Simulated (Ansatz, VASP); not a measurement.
**Rb in VASP and in Ansatz**

File INCAR:

```
SYSTEM = Rb
ALGO = Fast ; EDIFF = 1E-7
ENCUT = 520 ; GGA = PE
ISIF = 2 ; ISMEAR = 0
LASPH = .TRUE. ; LCHARG = .FALSE.
LREAL = .FALSE. ; LWAVE = .FALSE.
NBANDS = 10 ; NELM = 80
PREC = Accurate ; SIGMA = 0.15
```

KPOINTS

```
k-points
0
G
  12 12 12
  0 0 0
```

Contents of POSCAR:

```
Rb
1.0
   -2.8060000000      2.9374611000      2.9374611000
    2.8060000000     -2.6745389000      2.6745389000
    2.8060000000      2.6745389000     -2.6745389000
Rb
1
Direct
    0.0000000000      0.0000000000      0.0000000000
```

Input for Ansatz:

```yaml
crystal:
  lattice:
    - [-2.806, 2.9374611, 2.9374611]
    - [2.806, -2.6745389, 2.6745389]
    - [2.806, 2.6745389, -2.6745389]
  atoms:
    - { symbol: Rb, position: [0.0, 0.0, 0.0] }
basis:
  ecutwfc: 420
kpoints:
  mp_grid: { grid: [12, 12, 12] }
hamiltonian:
  xc: pbe
scf:
  occupations: { method: gaussian, width: 0.15 }
output:
  forces: true
  stress: true
  eigenvalues: true
```

Change from the starting cell: strain +0.0937 x Voigt [0, 0, 0, 1, 0, 0], atoms carried along.

Alike in both runs: task single point; functional PBE; k mesh 12 × 12 × 12; occupations gaussian, width 0.15 eV; no spin polarisation.

|  | VASP | Ansatz |
| --- | --- | --- |
| version | VASP 6.6.1 | Ansatz 0.2.0 |
| potentials or method | VASP PAW PBE potentials, release 64 (Rb_sv), cutoff 520 eV | scalar-relativistic, plane waves, PAW |
| valence electrons in the cell | 9 | 9 |

```csv
,VASP,Ansatz,Ansatz less VASP
gap on the k mesh at the Fermi level (eV),none,none,-
pressure (GPa),0.1,0.1,0.00
"traceless stress, the component that is largest in VASP (GPa)",-0.19,-0.19,0.000
```

A gap of «none» marks a metal or a gap that the smearing closes. The functional is the same, so the differences come from potentials, cutoffs and numerics.
